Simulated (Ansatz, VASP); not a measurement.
**Two plane-wave programs on CO2**

INCAR

```
SYSTEM = CO2
PREC = Accurate
ENCUT = 520
EDIFF = 1E-6
ISMEAR = 0
SIGMA = 0.05
LREAL = .FALSE.
LASPH = .TRUE.
NELM = 80
ALGO = Normal
ISIF = 2
LWAVE = .FALSE.
LCHARG = .TRUE.
GGA = PE
LELF = .TRUE.
LVHAR = .TRUE.
NBANDS = 44
```

KPOINTS

```
Automatic mesh
0
G
  4 4 4
  0 0 0
```

File POSCAR:

```
CO2
1.0
    6.0577362522      0.0000000000     -0.6814953284
    0.0000000000      6.0577362522      0.0000000000
   -0.6814953284      0.0000000000      6.3000457023
C O
4 8
Direct
    0.0000000000      0.0000000000      0.0000000000
    0.5000000000      0.0000000000      0.5000000000
    0.5000000000      0.5000000000      0.0000000000
    0.0000000000      0.5000000000      0.5000000000
    0.1114834447      0.1114834447      0.1114834447
    0.3885165553      0.8885165553      0.6114834447
    0.6114834447      0.3885165553      0.8885165553
    0.8885165553      0.6114834447      0.3885165553
    0.8885165553      0.8885165553      0.8885165553
    0.6114834447      0.1114834447      0.3885165553
    0.3885165553      0.6114834447      0.1114834447
    0.1114834447      0.3885165553      0.6114834447
```

Input for Ansatz:

```yaml
crystal:
  lattice:
    - [6.0577362522, 0.0, -0.6814953284]
    - [0.0, 6.0577362522, 0.0]
    - [-0.6814953284, 0.0, 6.3000457023]
  atoms:
    - { symbol: C, position: [0.0, 0.0, 0.0] }
    - { symbol: C, position: [0.5, 0.0, 0.5] }
    - { symbol: C, position: [0.5, 0.5, 0.0] }
    - { symbol: C, position: [0.0, 0.5, 0.5] }
    - { symbol: O, position: [0.1114834447, 0.1114834447, 0.1114834447] }
    - { symbol: O, position: [0.3885165553, 0.8885165553, 0.6114834447] }
    - { symbol: O, position: [0.6114834447, 0.3885165553, 0.8885165553] }
    - { symbol: O, position: [0.8885165553, 0.6114834447, 0.3885165553] }
    - { symbol: O, position: [0.8885165553, 0.8885165553, 0.8885165553] }
    - { symbol: O, position: [0.6114834447, 0.1114834447, 0.3885165553] }
    - { symbol: O, position: [0.3885165553, 0.6114834447, 0.1114834447] }
    - { symbol: O, position: [0.1114834447, 0.3885165553, 0.6114834447] }
basis:
  ecutwfc: 520.0
kpoints:
  mp_grid: { grid: [4, 4, 4] }
hamiltonian:
  xc: pbe
scf:
  occupations: { method: gaussian, width: 0.05 }
output:
  forces: true
  stress: true
  eigenvalues: true
```

Change from the starting cell: engineering shear strain xz -0.2250, normal strain along z +0.0400.

Alike in both runs: task single point; functional PBE; k mesh 4 × 4 × 4; occupations gaussian, width 0.05 eV; no spin polarisation.

|  | VASP | Ansatz |
| --- | --- | --- |
| version | VASP 6.6.1 | Ansatz 0.2.0 |
| potentials or method | VASP PAW PBE potentials, release 64 (C, O), cutoff 520 eV | scalar-relativistic, plane waves, PAW |
| valence electrons in the cell | 64 | 64 |

|  | VASP | Ansatz | Ansatz less VASP |
| --- | --- | --- | --- |
| gap on the k mesh at the Fermi level (eV) | 6.17 | 6.19 | +0.026 |
| least direct gap on the mesh (eV) | 6.17 | 6.19 | +0.026 |
| pressure (GPa) | 1.9 | 0.6 | -1.28 |
| traceless stress, the component that is largest in VASP (GPa) | 19.60 | 19.01 | -0.583 |
| rms of the force components (eV/Å) | 4.195 | 3.977 | -0.2181 |

Atom by atom the forces differ by 0.376 eV/Å (rms over components). With one functional, cell and mesh, what is left measures potentials, basis and numerics.

Noted on VASP's run: the standard files for N, O and F lose accuracy on very short bonds.
